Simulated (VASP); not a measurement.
# Ta (Im-3m) in VASP: notebook, part 2 of 3

VASP 6.6.1. The steps go on from the part before.

## 4. Single point, PBE (volume scaled by 0.98)

The input, INCAR:

```
PREC = Accurate
ENCUT = 520
EDIFF = 1E-6
ISMEAR = -1
SIGMA = 0.08
LREAL = False
LASPH = True
NELM = 80
ALGO = Normal
ISIF = 2
LWAVE = False
LCHARG = False
GGA = PE
NBANDS = 12
```

The input, KPOINTS:

```
Automatic mesh
0
Gamma
  17 17 17
```

The input, POSCAR:

```
Ta
1.0
   -1.6401972500      1.6401972500      1.6401972500
    1.6401972500     -1.6401972500      1.6401972500
    1.6401972500      1.6401972500     -1.6401972500
Ta
1
Direct
    0.0000000000      0.0000000000      0.0000000000
```

Potentials or basis: VASP PAW PBE potentials, release 64 (Ta_pv).

Run with:

```bash
$ cat potpaw_PBE.64/Ta_pv/POTCAR > POTCAR
$ mpirun -np 1 vasp_std > vasp.out
```

OUTCAR:

```text
PREC = Accurate
   ENCUT = 520
   EDIFF = 1E-6
   ISMEAR = -1
   LREAL = False
   LASPH = True
   NELM = 80
   ISIF = 2
   GGA = PE

 ion  position               nearest neighbor table
   1  0.000  0.000  0.000-

  LATTYP: Found a body centered cubic cell.
 ALAT       =     3.2803945000

  Lattice vectors:

 A1 = (  -1.6401972500,   1.6401972500,   1.6401972500)
 A2 = (   1.6401972500,  -1.6401972500,   1.6401972500)
 A3 = (   1.6401972500,   1.6401972500,  -1.6401972500)

Analysis of symmetry for initial positions (statically):
=====================================================================
 Subroutine PRICEL returns:
 Original cell was already a primitive cell.

 Routine SETGRP: Setting up the symmetry group for a
 body centered cubic supercell.

 Subroutine GETGRP returns: Found 48 space group operations
[... 9 lines left out ...]

 Routine SETGRP: Setting up the symmetry group for a
 body centered cubic supercell.

 Subroutine GETGRP returns: Found 48 space group operations
[... 11 lines left out ...]
                                     Primitive cell

  volume of cell :      17.6501

  direct lattice vectors                    reciprocal lattice vectors
    -1.640197250  1.640197250  1.640197250     0.000000000  0.304841384  0.304841384
     1.640197250 -1.640197250  1.640197250     0.304841384  0.000000000  0.304841384
     1.640197250  1.640197250 -1.640197250     0.304841384  0.304841384  0.000000000

  length of vectors
     2.840904971  2.840904971  2.840904971     0.431110820  0.431110820  0.431110820

  position of ions in fractional coordinates (direct lattice)
     0.000000000  0.000000000  0.000000000

  ion indices of the primitive-cell ions
   primitive index   ion index
                 1           1

----------------------------------------------------------------------------------------

 KPOINTS: Automatic mesh

Automatic generation of k-mesh.
 Grid dimensions read from file:
 generate k-points for:   17   17   17

 Generating k-lattice:

  Cartesian coordinates                     Fractional coordinates (reciprocal lattice)
     0.000000000  0.017931846  0.017931846     0.058823529  0.000000000  0.000000000
     0.017931846  0.000000000  0.017931846     0.000000000  0.058823529  0.000000000
     0.017931846  0.017931846  0.000000000     0.000000000  0.000000000  0.058823529

  Length of vectors
     0.025359460  0.025359460  0.025359460

  Shift w.r.t. Gamma in fractional coordinates (k-lattice)
     0.000000000  0.000000000  0.000000000

 Subroutine IBZKPT returns following result:
 ===========================================

 Found    165 irreducible k-points:

 Following reciprocal coordinates:
            Coordinates               Weight
  0.000000  0.000000  0.000000      1.000000
  0.058824  0.000000  0.000000     12.000000
  0.117647  0.000000  0.000000     12.000000
  0.176471  0.000000  0.000000     12.000000
  0.235294  0.000000  0.000000     12.000000
  0.294118  0.000000  0.000000     12.000000
[... 16 lines left out ...]
  0.411765  0.117647  0.000000     48.000000
  0.176471  0.176471  0.000000     24.000000
 [... further k-points ...]
   k-points           NKPTS =    165   k-points in BZ     NKDIM =    165   number of bands    NBANDS=     12
   number of dos      NEDOS =    301   number of ions     NIONS =      1
   total plane-waves  NPLWV =  13824
   dimension x,y,z NGX =    24 NGY =   24 NGZ =   24
   dimension x,y,z NGXF=    48 NGYF=   48 NGZF=   48
   ions per type =               1
   NGX,Y,Z   is equivalent  to a cutoff of  14.04, 14.04, 14.04 a.u.
   NGXF,Y,Z  is equivalent  to a cutoff of  28.09, 28.09, 28.09 a.u.
 SYSTEM =  unknown system
   PREC   = accura    normal or accurate (medium, high low for compatibility)
   ISTART =      0    job   : 0-new  1-cont  2-samecut
   ICHARG =      2    charge: 1-file 2-atom 10-const
   ISPIN  =      1    spin polarized calculation?
   LNONCOLLINEAR =      F non collinear calculations
   LSORBIT =      F    spin-orbit coupling
   LASPH  =      T    aspherical Exc in radial PAW
   ENCUT  =  520.0 eV  38.22 Ry    6.18 a.u.   5.28  5.28  5.28*2*pi/ulx,y,z
   NELM   =     80;   NELMIN=  2; NELMDL= -5     # of ELM steps
   EDIFF  = 0.1E-05   stopping-criterion for ELM
   LREAL  =      F    real-space projection
   EDIFFG = 0.1E-04   stopping-criterion for IOM
   NSW    =      0    number of steps for IOM
   IBRION =     -1    ionic relax: 0-MD 1-quasi-New 2-CG
   NFREE  =      0    steps in history (QN), initial steepest desc. (CG)
   ISIF   =      2    stress and relaxation
   ISYM   =      2    0-nonsym 1-usesym 2-fastsym
   POTIM  = 0.5000    time-step for ionic-motion
   TEBEG  =    0.0;   TEEND  =   0.0 temperature during run
   PSTRESS=    0.0 pullay stress
   NELECT =      11.0000    total number of electrons
   NUPDOWN=      -1.0000    fix difference up-down
   EMIN   =  10.00;   EMAX   =-10.00  energy-range for DOS
   EFERMI =   0.00;   METHOD = LEGACY
   ISMEAR =    -1;   SIGMA  =   0.08  broadening in eV -4-tet -1-fermi 0-gaus
   EFERMI_NEDOS =   21; number of points for ismear=-14 and -15
   IALGO  =     38    algorithm
   IMIX   =      4    mixing-type and parameters
     AMIX     =   0.40;   BMIX     =  1.00
     AMIX_MAG =   1.60;   BMIX_MAG =  1.00
  volume/ion in A,a.u.               =      17.65       119.11
  Fermi-wavevector in a.u.,A,eV,Ry     =   1.398373  2.642542 26.605466  1.955447
  Thomas-Fermi vector in A             =   2.521537
   LORBIT       =      0    0 simple, 1 ext, 2 COOP (PROOUT), +10 PAW based schemes
   GGA     = PE    functional components
   LHFCALC =     F    Hartree Fock is set to
   AEXX    =    0.0000 exact exchange contribution
   IVDW    =     0    specifies the selected vdW correction
   LEPSILON=     F    determine dielectric tensor
   LRPA    =     F    only Hartree local field effects (RPA)
 non-spin polarized calculation
  energy-cutoff  :      520.00
  volume of cell :       17.65
 maximum number of plane-waves:       486
 NGX is ok and might be reduce to    24
   NGX = 11   NGY = 11   NGZ = 11

 number of electron      11.0000002 magnetization

 Free energy of the ion-electron system (eV)
  ---------------------------------------------------
  ext. energy  EPLUGINS =         0.00000000
  ---------------------------------------------------
  free energy    TOTEN  =       -11.81206424 eV

  energy without entropy =      -11.78517028  energy(sigma->0) =      -11.79861726

 E-fermi :   5.6527     XC(G=0): -12.7220

 val. band max:        5.6483186020   @ k =  -0.3529   0.3529   0.0588
 cond. band min:       5.6633885675   @ k =   0.1765   0.0588   0.0000
 fundamental gap:      0.0150699655
 Fermi energy:         5.6526550933

 k-point     1 :       0.0000    0.0000    0.0000
  band No.  band energies     occupation
      1     -27.3372      2.00000
      2     -27.3372      2.00000
      3     -27.3372      2.00000
      4      -2.3420      2.00000
      5       6.3872      0.00021
      6       6.3872      0.00021
      7       6.3872      0.00021
      8       9.7328      0.00000
      9       9.7328      0.00000
     10      20.4209      0.00000
     11      20.7583      0.00000
     12      20.7583      0.00000

 k-point     2 :       0.0588    0.0000    0.0000
  band No.  band energies     occupation
      1     -27.3835      2.00000
      2     -27.3513      2.00000
      3     -27.3374      2.00000
      4      -2.1829      2.00000
      5       6.2828      0.00076
      6       6.3574      0.00030
      7       6.5430      0.00003
      8       9.5605      0.00000
      9       9.7325      0.00000
     10      20.4215      0.00000
     11      20.9039      0.00000
     12      21.0366      0.00000

 k-point     3 :       0.1176    0.0000    0.0000
  band No.  band energies     occupation
      1     -27.5146      2.00000
      2     -27.3917      2.00000
      3     -27.3382      2.00000
      4      -1.7248      2.00000
      5       5.9982      0.02627
      6       6.2284      0.00150
      7       7.0050      0.00000
      8       9.2183      0.00000
      9       9.7419      0.00000
     10      20.4204      0.00000
     11      21.2622      0.00000
     12      21.8401      0.00000
[... 286 lines left out ...]
 k-point    23 :       0.4118    0.1176    0.0000
  band No.  band energies     occupation
      1     -28.5293      2.00000
      2     -27.7925      2.00000
      3     -27.4065      2.00000
      4       1.6393      2.00000
      5       4.1506      2.00000
      6       6.5054      0.00005
      7       9.4555      0.00000
      8      10.9182      0.00000
      9      14.1173      0.00000
     10      17.0927      0.00000
     11      18.7003      0.00000
     12      20.4293      0.00000

 k-point    24 :       0.1765    0.1765    0.0000
  band No.  band energies     occupation
      1     -28.1490      2.00000
      2     -27.6061      2.00000
      3     -27.4212      2.00000
      4       0.9729      2.00000
      5       4.7552      1.99997
      6       5.0388      1.99907
      7       8.7439      0.00000
      8      10.4503      0.00000
      9      10.6119      0.00000
     10      20.3666      0.00000
     11      20.5801      0.00000
     12      22.6429      0.00000

 [... further k-points ...]
[... 5 lines left out ...]
  --------------------------------------------------------------------------------------
  -------------------------------------------------------------------------------------
  Total        0.8408173      0.8408173      0.8408173      0.0000000      0.0000000     -0.0000000
  in kB       76.3245037     76.3245037     76.3245037      0.0000000      0.0000000     -0.0000000
  external PRESSURE =      76.3245037 kB  Pullay stress =       0.0000000 kB

 VOLUME and BASIS-vectors are now :
 -----------------------------------------------------------------------------
  energy-cutoff  :      520.00
  volume of cell :       17.65
      direct lattice vectors                 reciprocal lattice vectors
    -1.640197250  1.640197250  1.640197250     0.000000000  0.304841384  0.304841384
     1.640197250 -1.640197250  1.640197250     0.304841384  0.000000000  0.304841384
     1.640197250  1.640197250 -1.640197250     0.304841384  0.304841384  0.000000000

 POSITION                                       TOTAL-FORCE (eV/Angst)
 -----------------------------------------------------------------------------------
      0.00000      0.00000      0.00000        -0.000000     -0.000000      0.000000
 -----------------------------------------------------------------------------------
    total drift:                                0.000000      0.000000     -0.000000

  FREE ENERGIE OF THE ION-ELECTRON SYSTEM (eV)
  ---------------------------------------------------
  free  energy   TOTEN  =       -11.8120642403 eV

  energy  without entropy=      -11.7851702753  energy(sigma->0) =      -11.79861726
```

OSZICAR:

```text
N       E                     dE             d eps       ncg     rms          rms(c)
DAV:   1     0.620525392099E+02    0.62053E+02   -0.61806E+03  3976   0.883E+02
DAV:   2    -0.111877337054E+02   -0.73240E+02   -0.71518E+02  4464   0.249E+02
DAV:   3    -0.122538273216E+02   -0.10661E+01   -0.10553E+01  4632   0.280E+01
DAV:   4    -0.122564966224E+02   -0.26693E-02   -0.26691E-02  4528   0.158E+00
DAV:   5    -0.122565054686E+02   -0.88463E-05   -0.88462E-05  4648   0.853E-02    0.140E+01
DAV:   6    -0.119175626465E+02    0.33894E+00   -0.27144E-01  4624   0.564E+00    0.690E+00
DAV:   7    -0.118129240468E+02    0.10464E+00   -0.24750E-01  4568   0.503E+00    0.386E-01
DAV:   8    -0.118120887010E+02    0.83535E-03   -0.76772E-03  4236   0.712E-01    0.115E-01
DAV:   9    -0.118120709581E+02    0.17743E-04   -0.95494E-05  4676   0.108E-01    0.272E-02
DAV:  10    -0.118120643815E+02    0.65766E-05   -0.30476E-06  4348   0.197E-02    0.307E-03
DAV:  11    -0.118120642403E+02    0.14119E-06   -0.12730E-07  2384   0.398E-03
   1 F= -.11812064E+02 E0= -.11798617E+02  d E =-.268940E-01
```

Run time: 64 s. Hardware: 1 thread of AMD EPYC 7R13, shared host; peak memory 0.13 GiB.

What came out:

```
Free energy : -11.8121 eV
Pressure    : 7.6 GPa
```

Levels at points of the mesh, in eV from the Fermi level:
```csv
k point,band 4,band 5,band 6,band 7,band 8,band 9
"(0.00, 0.00, 0.00)",-7.99,0.73,0.73,0.73,4.08,4.08
```

Caveat: spin-orbit coupling is left out, which moves the levels of the heavy elements.

(Continued in part 3 of 3.)
